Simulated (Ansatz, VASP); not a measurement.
## One calculation of MgB5, two programs

```
Mg B
1.0
     4.29783    0.02974   -0.11315
     1.87622    4.05140   -0.16222
    -0.06513    0.82195    6.19024
Mg B
2 10
Direct
  0.38158 0.35280 0.23722
  0.93397 0.24244 0.63989
  0.45783 0.80646 0.43620
  0.89144 0.73586 0.83794
  0.85789 0.86708 0.09886
  0.51298 0.73780 0.72640
  0.84623 0.83521 0.37784
  0.21184 0.82429 0.92812
  0.80498 0.52560 0.28623
  0.33942 0.45806 0.82937
  0.01724 0.08515 0.28931
  0.48762 0.04323 0.89362
```

Change from the starting cell: the structure that the rattled cell fell into.

Alike in both runs: functional PBE; k mesh 4 × 4 × 4; occupations gaussian, width 0.1 eV; no spin polarisation.

Ansatz relaxed the structure, and its values are those at the end. VASP's run is a single point on that final structure, the one shown.

|  | VASP | Ansatz |
| --- | --- | --- |
| version | VASP 6.6.1 | Ansatz 0.2.0 |
| potentials or method | VASP PAW PBE potentials, release 64 (Mg, B), cutoff 520 eV | scalar-relativistic, plane waves, PAW |
| valence electrons in the cell | 34 | 50 |

|  | VASP | Ansatz | Ansatz less VASP |
| --- | --- | --- | --- |
| gap on the k mesh at the Fermi level (eV) | none | none | - |
| pressure (GPa) | 0.0 | 0.1 | +0.11 |
| rms of the force components (eV/Å) | 0.018 | 0.014 | -0.0041 |

A gap of «none» marks a metal or a gap that the smearing closes. The functional is the same, so the differences come from potentials, cutoffs and numerics. VASP's potentials hold 34 valence electrons a cell and Ansatz's 50, so a difference there can come from the potentials and not from the codes.

The k mesh is coarse, so the values compare programs but aren't converged.
